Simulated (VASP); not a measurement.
Set up this calculation in VASP 6.6.1, as the native input.

```yaml
Task: relaxation of cell and atoms
Functional: PBE
Potentials_or_basis: VASP PAW PBE potentials, release 64 (Al, N)
Cutoff: 600 eV
k_mesh: 10 × 10 × 6
Occupations: gaussian, width 0.05 eV
Spin: no spin polarisation
Dipole_correction: no
Further_INCAR_settings: ALGO = Normal; EDIFF = 1e-06; IBRION = 2; EDIFFG = -0.01; NSW = 80; ISIF = 3
```

The structure of AlN lies in POSCAR:

```
AlN
1.0
    3.1130000000      0.0000000000      0.0000000000
   -1.5565000000      2.6959370820      0.0000000000
    0.0000000000      0.0000000000      4.9810000000
Al N
2 2
Direct
    0.3333333333      0.6666666667      0.0000000000
    0.6666666667      0.3333333333      0.5000000000
    0.3333333333      0.6666666667      0.3800000000
    0.6666666667      0.3333333333      0.8800000000
```

The input as run:

INCAR

```
SYSTEM = AlN
ALGO     = Normal         ! electronic algorithm
EDIFF    = 1E-6           ! SCF threshold, eV
EDIFFG   = -0.01          ! ionic threshold
ENCUT    = 600            ! plane-wave cutoff, eV
GGA      = PE             ! functional
IBRION   = 2              ! ionic algorithm
ISIF     = 3              ! what is computed and relaxed
ISMEAR   = 0              ! smearing method
LASPH    = .True.         ! aspherical terms in the spheres
LCHARG   = .False.        ! write CHGCAR
LREAL    = .False.        ! projectors in reciprocal space
LWAVE    = .False.        ! write WAVECAR
NELM     = 80             ! most SCF steps
NSW      = 80             ! ionic steps
PREC     = Accurate       ! precision mode
SIGMA    = 0.05           ! smearing width, eV
```

KPOINTS

```
k-points
0
Gamma
  10 10 6
  0 0 0
```

Potentials or basis: VASP PAW PBE potentials, release 64 (Al, N).

Run with:

```bash
$ cat potpaw_PBE.64/Al/POTCAR potpaw_PBE.64/N/POTCAR > POTCAR
$ mpirun -np 1 vasp_std > vasp.out
```

It gave:

The relaxed volume is 10.62 Å³/atom and the relaxed cell is a = 3.127 Å, b = 3.127 Å, c = 5.018 Å, α = 90.00°, β = 90.00°, γ = 120.00°. The space group after relaxing (to 0.1 Å) is P6_3mc (No. 186), the energy gained by relaxing is 2.1 meV/atom and the ionic steps are 3. The pressure after relaxing is 0.0 GPa. The largest force after relaxing is 0.004 eV/Å and the band gap on the k mesh is 4.07 eV.

It took 41 s on 1 thread of Intel(R) Xeon(R) Platinum 8488C (Sapphire Rapids) (shared host), peak memory 0.18 GiB.
